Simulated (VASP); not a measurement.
TlH2, 6 atoms in the cell. It takes space group P4/nmm (No. 129, tetragonal). The conventional cell has a = 3.820 Å, b = 3.820 Å, c = 5.587 Å, α = 90.00°, β = 90.00°, γ = 90.00°. Tl (site symmetry 4mm) has 5 H at 1.95 to 2.32 Å within 2.6 Å. Within 3.1 Å of H (site symmetry -4m2) lie 4 Tl at 2.32 Å and 8 H at 2.70 to 3.01 Å. H (site symmetry 4mm) has 1 Tl at 1.95 Å within 2.6 Å. 

* Program: VASP 6.6.1
* Task: relaxation of cell and atoms
* Functional: PBE
* Potentials or basis: VASP PAW PBE potentials, release 64 (Tl_d, H)
* Cutoff: 600 eV
* k mesh: 10 × 10 × 8
* Occupations: gaussian, width 0.1 eV
* Spin: no spin polarisation
* Dipole correction: no
* Further INCAR settings: ALGO = Fast; EDIFF = 1e-07; IBRION = 2; EDIFFG = -0.01; NSW = 100; ISIF = 3

Potentials or basis: VASP PAW PBE potentials, release 64 (Tl_d, H).

Command:

```bash
$ cat potpaw_PBE.64/Tl_d/POTCAR potpaw_PBE.64/H/POTCAR > POTCAR
$ mpirun -np 1 vasp_std > vasp.out
```

Hardware: 1 thread of Oxide Virtual Turin-like Processor (shared host).

Q: Estimate the wall time of this run.

A: It took 12 min on 1 thread of Oxide Virtual Turin-like Processor, with other jobs on the host, peak memory 0.31 GiB. Counts: scf iterations 56, k points 105, ion steps 6.
